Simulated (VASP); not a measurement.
# H3CCl in VASP: a series of runs

Runs on H3CCl. Level: r2SCAN+D3(BJ). Tasks: single point, relaxation of the atoms.

Program: VASP 6.6.1. These are calculated values, not measurements. Logs are shortened: lines on timing, memory, paths and dates and some standing lists are left out, and cuts for length are marked.

## Step 1: The cell of the first run

The cell holds a disordered packing, 30 atoms: a = 8.203 Å, b = 8.203 Å, c = 8.203 Å, α = 90.00°, β = 90.00°, γ = 90.00°.

## Step 2: Single point, r2SCAN+D3(BJ)

Input file POSCAR:

```
H3CCl
1.0
    8.2031320000      0.0000000000      0.0000000000
    0.0000000000      8.2031320000      0.0000000000
    0.0000000000      0.0000000000      8.2031320000
C Cl H
6 6 18
Direct
    0.5470664668      0.2463801459      0.9439092483
    0.9887628123      0.5600187733      0.2653617626
    0.4411300095      0.7390816971      0.6327153041
    0.6678260563      0.9524591343      0.2738747521
    0.0489708312      0.1687045678      0.2617964244
    0.0404377732      0.8078442085      0.9106413748
    0.4584721491      0.3568800518      0.7805346083
    0.9908142009      0.5534541797      0.4823725876
    0.5710121588      0.7726236061      0.8043823625
    0.6970945231      1.0948253639      0.4373696347
    0.1074202855     -0.0268281331      0.3396348688
    0.2058705963      0.9469698429      0.9298845352
    0.6208345373      0.1496561415      0.8918346774
    0.6208321208      0.3293619298      1.0166821848
    0.4486855836      0.1956809488      1.0164621416
    0.9905951780      0.6867847856      0.2284149669
    1.0966128302      0.4987420115      0.2199902827
    0.8795054552      0.4984222790      0.2222175733
    0.4726136370      0.8288069564      0.5408275087
    0.4625372425      0.6164199982      0.5878172228
    0.3144475587      0.7534247643      0.6697115885
    0.5376734196      0.9280311909      0.2685101377
    0.7090148190      1.0051976855      0.1588644537
    0.7368820787      0.8424060092      0.3008205636
    0.0005765389      0.2368019191      0.3640110167
    0.1550751923      0.2286327884      0.2096133343
   -0.0447673833      0.1532986909      0.1692144978
   -0.0120502692      0.8246650698      0.7904768059
    0.0874889049      0.6846168030      0.9246076493
   -0.0495446071      0.8336912899      1.0046661309
```

Input file INCAR.step1:

```
ALGO = Normal
EDIFF = 1E-4
ENCUT = 520
GGA = PE
ISMEAR = -1
LASPH = T
LCHARG = F
LREAL = Auto
LWAVE = T
NBANDS = 63
NELM = 80
PREC = Accurate
SIGMA = 0.02
```

Input file INCAR.step2:

```
ALGO = Normal
EDIFF = 1E-6
ENCUT = 520
ISIF = 2
ISMEAR = -1
ISTART = 1
IVDW = 12
LASPH = T
LCHARG = F
LMIXTAU = T
LREAL = Auto
LWAVE = F
METAGGA = R2SCAN
NBANDS = 63
NELM = 80
PREC = Accurate
SIGMA = 0.02
VDW_A1 = 0.49484001
VDW_A2 = 5.73083694
VDW_S6 = 1.0
VDW_S8 = 0.78981345
```

Input file KPOINTS:

```
k-points
0
Gamma
  1 1 1
```

Potentials or basis: VASP PAW PBE potentials, release 64 (C, Cl, H).

Command:

```sh
$ cat potpaw_PBE.64/C/POTCAR potpaw_PBE.64/Cl/POTCAR potpaw_PBE.64/H/POTCAR > POTCAR
$ cp INCAR.step1 INCAR
$ mpirun -np 1 vasp_gam > vasp.out
$ cp INCAR.step2 INCAR
$ mpirun -np 1 vasp_gam > vasp.out
```

OUTCAR:

```text
EDIFF = 1E-6
   ENCUT = 520
   ISIF = 2
   ISMEAR = -1
   ISTART = 1
   IVDW = 12
   LASPH = T
   LREAL = Auto
   METAGGA = R2SCAN
   NELM = 80
   PREC = Accurate
 IVDW          = 12

 ion  position               nearest neighbor table
   1  0.547  0.246  0.944-  13 1.09  15 1.09  14 1.09   7 1.77
   2  0.989  0.560  0.265-  16 1.08  17 1.08  18 1.09   8 1.78
   3  0.441  0.739  0.633-  19 1.08  20 1.09  21 1.09   9 1.79
   4  0.668  0.952  0.274-  22 1.09  24 1.09  23 1.09  10 1.79
   5  0.049  0.169  0.262-  25 1.08  26 1.09  27 1.09  11 1.79
   6  0.040  0.808  0.911-  28 1.08  29 1.09  30 1.09  12 1.78
   7  0.458  0.357  0.781-   1 1.77
   8  0.991  0.553  0.482-   2 1.78
   9  0.571  0.773  0.804-   3 1.79
  10  0.697  0.095  0.437-   4 1.79
  11  0.107  0.973  0.340-   5 1.79
  12  0.206  0.947  0.930-   6 1.78
[... 16 lines left out ...]
  29  0.087  0.685  0.925-   6 1.09
  30  0.950  0.834  0.005-   6 1.09

  LATTYP: Found a simple cubic cell.
 ALAT       =     8.2031320000

  Lattice vectors:

 A1 = (   8.2031320000,   0.0000000000,   0.0000000000)
 A2 = (   0.0000000000,   8.2031320000,   0.0000000000)
 A3 = (   0.0000000000,   0.0000000000,   8.2031320000)

Analysis of symmetry for initial positions (statically):
=====================================================================
 Subroutine PRICEL returns:
 Original cell was already a primitive cell.

 Routine SETGRP: Setting up the symmetry group for a
 simple cubic supercell.

 Subroutine GETGRP returns: Found  1 space group operations
 (whereof  1 operations were pure point group operations)
 out of a pool of 48 trial point group operations.

The static configuration has the point symmetry C_1 .

Analysis of symmetry for dynamics (positions and initial velocities):
=====================================================================
 Subroutine PRICEL returns:
 Original cell was already a primitive cell.

 Routine SETGRP: Setting up the symmetry group for a
 simple cubic supercell.

 Subroutine GETGRP returns: Found  1 space group operations
 (whereof  1 operations were pure point group operations)
 out of a pool of 48 trial point group operations.

The dynamic configuration has the point symmetry C_1 .

 Subroutine INISYM returns: Found  1 space group operations
 (whereof  1 operations are pure point group operations),
 and found     1 'primitive' translations

----------------------------------------------------------------------------------------

                                     Primitive cell

  volume of cell :     552.0000

  direct lattice vectors                    reciprocal lattice vectors
     8.203132000  0.000000000  0.000000000     0.121904658  0.000000000  0.000000000
     0.000000000  8.203132000  0.000000000     0.000000000  0.121904658  0.000000000
     0.000000000  0.000000000  8.203132000     0.000000000  0.000000000  0.121904658

  length of vectors
     8.203132000  8.203132000  8.203132000     0.121904658  0.121904658  0.121904658

  position of ions in fractional coordinates (direct lattice)
     0.547066467  0.246380146  0.943909248
     0.988762812  0.560018773  0.265361763
     0.441130010  0.739081697  0.632715304
     0.667826056  0.952459134  0.273874752
     0.048970831  0.168704568  0.261796424
     0.040437773  0.807844209  0.910641375
[... 22 lines left out ...]
     0.087488905  0.684616803  0.924607649
     0.950455393  0.833691290  0.004666131

  ion indices of the primitive-cell ions
   primitive index   ion index
                 1           1
                 2           2
                 3           3
                 4           4
                 5           5
                 6           6
[... 22 lines left out ...]
                29          29
                30          30

----------------------------------------------------------------------------------------

 KPOINTS: k-points

Automatic generation of k-mesh.
 Grid dimensions read from file:
 generate k-points for:    1    1    1

 Generating k-lattice:

  Cartesian coordinates                     Fractional coordinates (reciprocal lattice)
     0.121904658  0.000000000  0.000000000     1.000000000  0.000000000  0.000000000
     0.000000000  0.121904658  0.000000000     0.000000000  1.000000000  0.000000000
     0.000000000  0.000000000  0.121904658     0.000000000  0.000000000  1.000000000

  Length of vectors
     0.121904658  0.121904658  0.121904658

  Shift w.r.t. Gamma in fractional coordinates (k-lattice)
     0.000000000  0.000000000  0.000000000

 Subroutine IBZKPT returns following result:
 ===========================================

 Found      1 irreducible k-points:

 Following reciprocal coordinates:
            Coordinates               Weight
  0.000000  0.000000  0.000000      1.000000
   k-points           NKPTS =      1   k-points in BZ     NKDIM =      1   number of bands    NBANDS=     63
   number of dos      NEDOS =    301   number of ions     NIONS =     30
   total plane-waves  NPLWV = 262144
   dimension x,y,z NGX =    64 NGY =   64 NGZ =   64
   dimension x,y,z NGXF=   128 NGYF=  128 NGZF=  128
   ions per type =               6   6  18
   NGX,Y,Z   is equivalent  to a cutoff of  12.97, 12.97, 12.97 a.u.
   NGXF,Y,Z  is equivalent  to a cutoff of  25.94, 25.94, 25.94 a.u.
 SYSTEM =  unknown system
   PREC   = accura    normal or accurate (medium, high low for compatibility)
   ISTART =      1    job   : 0-new  1-cont  2-samecut
   ICHARG =      0    charge: 1-file 2-atom 10-const
   ISPIN  =      1    spin polarized calculation?
   LNONCOLLINEAR =      F non collinear calculations
   LSORBIT =      F    spin-orbit coupling
   LASPH  =      T    aspherical Exc in radial PAW
   ENCUT  =  520.0 eV  38.22 Ry    6.18 a.u.  15.25 15.25 15.25*2*pi/ulx,y,z
   NELM   =     80;   NELMIN=  2; NELMDL=  0     # of ELM steps
   EDIFF  = 0.1E-05   stopping-criterion for ELM
   LREAL  =      T    real-space projection
   EDIFFG = 0.1E-04   stopping-criterion for IOM
   NSW    =      0    number of steps for IOM
   IBRION =     -1    ionic relax: 0-MD 1-quasi-New 2-CG
   NFREE  =      0    steps in history (QN), initial steepest desc. (CG)
   ISIF   =      2    stress and relaxation
   ISYM   =      2    0-nonsym 1-usesym 2-fastsym
   POTIM  = 0.5000    time-step for ionic-motion
   TEBEG  =    0.0;   TEEND  =   0.0 temperature during run
   PSTRESS=    0.0 pullay stress
   NELECT =      84.0000    total number of electrons
   NUPDOWN=      -1.0000    fix difference up-down
   EMIN   =  10.00;   EMAX   =-10.00  energy-range for DOS
   EFERMI =   0.00;   METHOD = LEGACY
   ISMEAR =    -1;   SIGMA  =   0.02  broadening in eV -4-tet -1-fermi 0-gaus
   EFERMI_NEDOS =   21; number of points for ismear=-14 and -15
   IALGO  =     38    algorithm
   IMIX   =      4    mixing-type and parameters
     AMIX     =   0.40;   BMIX     =  1.00
     AMIX_MAG =   1.60;   BMIX_MAG =  1.00
  volume/ion in A,a.u.               =      18.40       124.17
  Fermi-wavevector in a.u.,A,eV,Ry     =   0.874020  1.651659 10.393649  0.763912
  Thomas-Fermi vector in A             =   1.993493
   LORBIT       =      0    0 simple, 1 ext, 2 COOP (PROOUT), +10 PAW based schemes
   METAGGA = R2SCAN    functional components
   LHFCALC =     F    Hartree Fock is set to
   AEXX    =    0.0000 exact exchange contribution
   IVDW    =    12    specifies the selected vdW correction
   LEPSILON=     F    determine dielectric tensor
   LRPA    =     F    only Hartree local field effects (RPA)
 non-spin polarized calculation
  energy-cutoff  :      520.00
  volume of cell :      552.00
 maximum number of plane-waves:      7398
 NGX is ok and might be reduce to    64
   NGX = 31   NGY = 31   NGZ = 31

 number of electron      84.0000004 magnetization

 Free energy of the ion-electron system (eV)
  ---------------------------------------------------
  ext. energy  EPLUGINS =         0.00000000
  ---------------------------------------------------
  free energy    TOTEN  =      -165.79984769 eV

  energy without entropy =     -165.79984769  energy(sigma->0) =     -165.79984769

 E-fermi :  -3.2090     XC(G=0):  -5.8806

 val. band max:       -3.7578823323   @ k =   0.0000   0.0000   0.0000
 cond. band min:       2.1883534403   @ k =   0.0000   0.0000   0.0000
 fundamental gap:      5.9462357726
 Fermi energy:        -3.2090313129

 k-point     1 :       0.0000    0.0000    0.0000
  band No.  band energies     occupation
      1     -19.3561      2.00000
      2     -19.1990      2.00000
      3     -19.1196      2.00000
      4     -19.0846      2.00000
      5     -18.9757      2.00000
      6     -18.7949      2.00000
[... 46 lines left out ...]
     53       4.6619      0.00000
     54       4.7817      0.00000
 [bands above 54 left out]

------------------------ aborting loop because EDIFF is reached ----------------------------------------

 Edisp (eV)   -0.64544

 E8    (eV) :    -0.1262

  FORCE on cell =-STRESS in cart. coord.  units (eV):
  Direction    XX          YY          ZZ          XY          YZ          ZX
  --------------------------------------------------------------------------------------
  -------------------------------------------------------------------------------------
  Total      -0.36455     0.01900    -0.81079    -0.16502    -0.37374    -0.94064
  in kB      -1.05811     0.05513    -2.35330    -0.47897    -1.08477    -2.73020
  external pressure =       -1.12 kB  Pullay stress =        0.00 kB

 VOLUME and BASIS-vectors are now :
 -----------------------------------------------------------------------------
  energy-cutoff  :      520.00
  volume of cell :      552.00
      direct lattice vectors                 reciprocal lattice vectors
     8.203132000  0.000000000  0.000000000     0.121904658  0.000000000  0.000000000
     0.000000000  8.203132000  0.000000000     0.000000000  0.121904658  0.000000000
     0.000000000  0.000000000  8.203132000     0.000000000  0.000000000  0.121904658

 POSITION                                       TOTAL-FORCE (eV/Angst)
 -----------------------------------------------------------------------------------
      4.48766      2.02109      7.74301        -0.003380      0.045646     -0.020606
      8.11095      4.59391      2.17680        -0.053077     -0.052888      0.045532
      3.61865      6.06278      5.19025         0.011663      0.013918     -0.021051
      5.47827      7.81315      2.24663        -0.100074      0.102683      0.164652
      0.40171      1.38391      2.14755         0.063325     -0.087796      0.112307
      0.33172      6.62685      7.47011         0.031741      0.034803     -0.056750
[... 22 lines left out ...]
      0.71768      5.61600      7.58468         0.013955      0.008489     -0.027133
      7.79671      6.83888      0.03828         0.021842      0.055844     -0.010198
 -----------------------------------------------------------------------------------
    total drift:                               -0.003167      0.016117      0.012128

  FREE ENERGIE OF THE ION-ELECTRON SYSTEM (eV)
  ---------------------------------------------------
  free  energy   TOTEN  =      -166.4452854715 eV

  energy  without entropy=     -166.4452854715  energy(sigma->0) =     -166.44528547
```

Run time: 2.9 min. Hardware: 1 thread of Intel Xeon Platinum 8488C (Sapphire Rapids), shared host; peak memory 0.61 GiB.

Results:

* Free energy: -166.4453 eV
* Pressure: -0.1 GPa
* Largest force: 0.312 eV/Å
* Dispersion energy per atom: -0.022 eV

Forces in eV/Å, atoms in the order of the input:
```
C   -0.003  0.046 -0.021
C   -0.053 -0.053  0.046
C    0.012  0.014 -0.021
C   -0.100  0.103  0.165
C    0.063 -0.088  0.112
C    0.032  0.035 -0.057
Cl  -0.081 -0.045 -0.001
Cl   0.009  0.017  0.007
Cl   0.029  0.005 -0.080
Cl  -0.127 -0.149 -0.244
Cl  -0.104  0.183 -0.046
Cl  -0.061  0.031 -0.048
H    0.037 -0.098  0.004
H   -0.021 -0.011 -0.034
H    0.000 -0.077  0.082
H   -0.007  0.130  0.028
H    0.123 -0.031 -0.015
H   -0.031  0.023  0.018
H   -0.008  0.097 -0.002
H    0.066 -0.009  0.010
H    0.123  0.040  0.082
H    0.028 -0.093 -0.125
H   -0.013  0.063  0.155
H   -0.038  0.041  0.074
H    0.033  0.067  0.047
H    0.080 -0.152  0.001
H    0.079 -0.112 -0.021
H   -0.101 -0.040 -0.079
H    0.014  0.008 -0.027
H    0.022  0.056 -0.010
```

Levels at points of the mesh, in eV from the Fermi level:
```
           k point  band 39  band 40  band 41  band 42  band 43  band 44  band 45  band 46
(0.00, 0.00, 0.00)    -0.86    -0.64    -0.60    -0.55     5.40     5.72     6.02     6.08
```

Caveat: the k points lie up to 0.77 Å⁻¹ apart; the PAW data sets were made with another functional, which shifts forces and pressure a little.

(Part 1 of 3 ends here.)
